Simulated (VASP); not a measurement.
Set up this calculation in VASP 6.6.1, as the native input.

```
Task                                : relaxation of the atoms
Functional                          : PBE
Potentials or basis                 : VASP PAW PBE potentials, release 64 (Ta_pv, H)
Cutoff                              : 520 eV
k mesh                              : 10 × 10 × 1
Occupations                         : gaussian, width 0.1 eV
Spin                                : no spin polarisation
Dipole correction                   : yes
Atoms held fixed (from 0)           : [0, 1, 2]
Further INCAR settings              : ALGO = Fast; EDIFF = 1e-06; IBRION = 2; EDIFFG = -0.025; NSW = 36
Atoms held along some axes (from 0) : atom 3 along a and b
```

The structure of Ta3H lies in POSCAR:

```
Ta3H
1.0
    2.8743098521      0.0000000000      0.0000000000
   -0.9581032840      2.7099253168      0.0000000000
    0.0000000000      0.0000000000     20.0266897122
Ta H
3 1
Selective dynamics
Direct
    0.5000000000      0.5000000000      0.1997334586  F F F
    0.0000000000      0.0000000000      0.3127671377  F F F
    0.5000000000      0.5000000000      0.4257663066  F F F
    0.5000000000      0.5000000000      0.5266317032  F F T
```

One way to write it, as run:

INCAR

```
SYSTEM = Ta3H
  PREC = Accurate
  ENCUT = 520
  EDIFF = 1E-6
  ISMEAR = 0
  SIGMA = 0.1
  LREAL = .FALSE.
  LASPH = .TRUE.
  NELM = 60
  ALGO = Fast
  ISIF = 2
  LWAVE = .FALSE.
  LCHARG = .FALSE.
  LDIPOL = .TRUE.
  IDIPOL = 3
  DIPOL = 0.5 0.5 0.366
  GGA = PE
  IBRION = 2
  NSW = 36
  EDIFFG = -0.025
```

KPOINTS

```
Automatic mesh
0
G
  10 10 1
  0 0 0
```

Potentials or basis: VASP PAW PBE potentials, release 64 (Ta_pv, H).

Launch:

```bash
$ cat potpaw_PBE.64/Ta_pv/POTCAR potpaw_PBE.64/H/POTCAR > POTCAR
$ mpirun -np 1 vasp_std > vasp.out
```

Results of the run:

The energy gained by relaxing is 42.4 meV/atom and the ionic steps are 5. The band gap on the k mesh is zero (bands 17 and 18 overlap by 1.59 eV).

Caveat: spin-orbit coupling is left out, which moves the levels of the heavy elements.

Wall time 10 min on 1 thread of Oxide Virtual Turin-like Processor, on a shared host, peak memory 0.31 GiB.
